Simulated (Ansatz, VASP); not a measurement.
**Si: VASP beside Ansatz**

INCAR

```
  PREC = Accurate
  ENCUT = 520
  EDIFF = 1E-6
  ISMEAR = -1
  SIGMA = 0.05
  LREAL = False
  LASPH = True
  NELM = 60
  ALGO = Normal
  ISIF = 2
  LWAVE = False
  LCHARG = False
  GGA = PE
  NBANDS = 11
```

File KPOINTS:

```
Automatic mesh
0
Gamma
  16 16 16
```

File POSCAR:

```
Si
1.0
   -2.2072871010      2.3225053304      1.3260000000
    2.2072871010     -2.3225053304      1.3260000000
    2.2072871010      2.3225053304     -1.3260000000
Si
2
Direct
    0.8070000000      0.5570000000      0.2500000000
    0.1930000000      0.4430000000      0.7500000000
```

Input for Ansatz:

```yaml
crystal:
  lattice:
    - [-2.207287101, 2.3225053304, 1.326]
    - [2.207287101, -2.3225053304, 1.326]
    - [2.207287101, 2.3225053304, -1.326]
  atoms:
    - { symbol: Si, position: [0.807, 0.557, 0.25] }
    - { symbol: Si, position: [0.193, 0.443, 0.75] }
kpoints:
  mp_grid: { grid: [16, 16, 16] }
scf:
  occupations: { method: fermi_dirac, width: 0.05 }
hamiltonian:
  xc: pbe
  pseudopotentials: { kind: all_electron, lapw: { basis_error: 0.0005 } }
output:
  forces: true
  stress: true
  eigenvalues: true
```

Change from the starting cell: z stretched by +4 % at fixed volume.

Alike in both runs: task single point; functional PBE; k mesh 16 × 16 × 16; occupations fermi-dirac, width 0.05 eV; no spin polarisation.

|  | VASP | Ansatz |
| --- | --- | --- |
| version | VASP 6.6.1 | Ansatz 0.2.0 |
| potentials or method | VASP PAW PBE potentials, release 64 (Si), cutoff 520 eV | all-electron LAPW, scalar-relativistic |

Ansatz gave:

| Item | Value |
| --- | --- |
| pressure (GPa) | 17.0 |
| traceless stress, the component that is largest in VASP (GPa) | 8.49 |
| rms of the force components (eV/Å) | 0.016 |

Q: What did VASP give for the same quantities?

A: Pressure (GPa): 16.9; traceless stress, the component that is largest in VASP (GPa): 8.48; rms of the force components (eV/Å): 0.018.

Atom by atom the forces differ by 0.002 eV/Å (rms over components). Ansatz ran all-electron here, and VASP with PAW potentials.
